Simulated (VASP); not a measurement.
Write the native input for VASP 6.6.1 that does the following.

| Item | Value |
| --- | --- |
| Task | single point |
| Functional | PBEsol |
| Potentials or basis | VASP PAW PBE potentials, release 64 (Ge_d) |
| Cutoff | 520 eV |
| k mesh | 20 × 20 × 20 |
| Occupations | gaussian, width 0.15 eV |
| Spin | no spin polarisation |
| Dipole correction | no |
| Further INCAR settings | ALGO = Normal; EDIFF = 1e-06; NBANDS = 21 |

The structure of Ge lies in POSCAR:

```
Ge
1.0
   -2.5707749400      2.7303888900      1.4800554100
    2.5707749400     -2.7303888900      1.4800554100
    2.5707749400      2.7303888900     -1.4800554100
Ge
2
Direct
    0.1859430000      0.9359430000      0.2500000000
    0.8140570000      0.0640570000      0.7500000000
```

This cell differs from its parent crystal: strain +0.030 along x and y, +0.030 along z.

One way to write it, as run:

INCAR

```
PREC = Accurate
ENCUT = 520
EDIFF = 1E-6
ISMEAR = 0
SIGMA = 0.15
LREAL = F
LASPH = T
NELM = 60
ALGO = Normal
ISIF = 2
LWAVE = F
LCHARG = F
GGA = PS
NBANDS = 21
```

KPOINTS

```
Automatic mesh
0
Gamma
  20 20 20
```

Potentials or basis: VASP PAW PBE potentials, release 64 (Ge_d).

Run with:

```console
$ cat potpaw_PBE.64/Ge_d/POTCAR > POTCAR
$ mpirun -np 1 vasp_std > vasp.out
```

Results of the run:

```yaml
Pressure: -7.4 GPa
Largest_force: 0.048 eV/Å
Band_gap_on_the_k_mesh: zero (bands 14 and 15 overlap by 5.16 eV)
```

Caveat: the cell differs from its parent crystal (strain +0.030 along x and y, +0.030 along z); the cell stands under tension; the PAW data sets were made with another functional, which shifts forces and pressure a little.

Run time: 6.3 min on 1 thread of Intel(R) Xeon(R) 6975P-C (Granite Rapids), with other jobs on the host, peak memory 0.81 GiB.
